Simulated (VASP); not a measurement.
# ZnS: elastic constants with LDA

ZnS:

```
Zn S
1.0
     0.00000    2.64840    2.64840
     2.64840    0.00000    2.64840
     2.64840    2.64840    0.00000
Zn S
1 1
Direct
  0.25000 0.25000 0.25000
  0.00000 0.00000 0.00000
```

- Program: VASP 6.6.1
- Task: elastic constants
- Functional: LDA
- Potentials or basis: VASP PAW LDA potentials, release 64 (Zn, S)
- Cutoff: 600 eV
- k mesh: 10 × 10 × 10
- Occupations: gaussian, width 0.01 eV
- Spin: no spin polarisation
- Dipole correction: no
- Ions in elastic constants: relaxed
- Further INCAR settings: ALGO = Normal; EDIFF = 1e-08; NBANDS = 16; IBRION = 6; POTIM = 0.015; NSW = 1; ISIF = 3

| Quantity | Value |
| --- | --- |
| Elastic constants C11, C12, C44 | 117, 72, 52 GPa |
| Voigt bulk modulus | 87 GPa |
| Highest phonon frequency at Γ, LO-TO splitting left out | 292 cm⁻¹ |

Phonon frequencies in cm⁻¹ (negative: imaginary):
| q point | frequencies |
| --- | --- |
| (0.000, 0.000, 0.000) | 0 0 0 292 292 292 |

Elastic tensor in Voigt notation (GPa, in the Cartesian axes of the cell as first typed):
```
117  72  72   0   0   0
 72 117  72   0   0   0
 72  72 117   0   0   0
  0   0   0  52   0   0
  0   0   0   0  52   0
  0   0   0   0   0  52
```

Clamped-ion elastic tensor (GPa):
```
117  72  72   0   0   0
 72 117  72   0   0   0
 72  72 117   0   0   0
  0   0   0  82   0   0
  0   0   0   0  82   0
  0   0   0   0   0  82
```

Wall time 50 min on 1 thread of Intel Xeon 8259CL, on a shared host, peak memory 0.43 GiB.
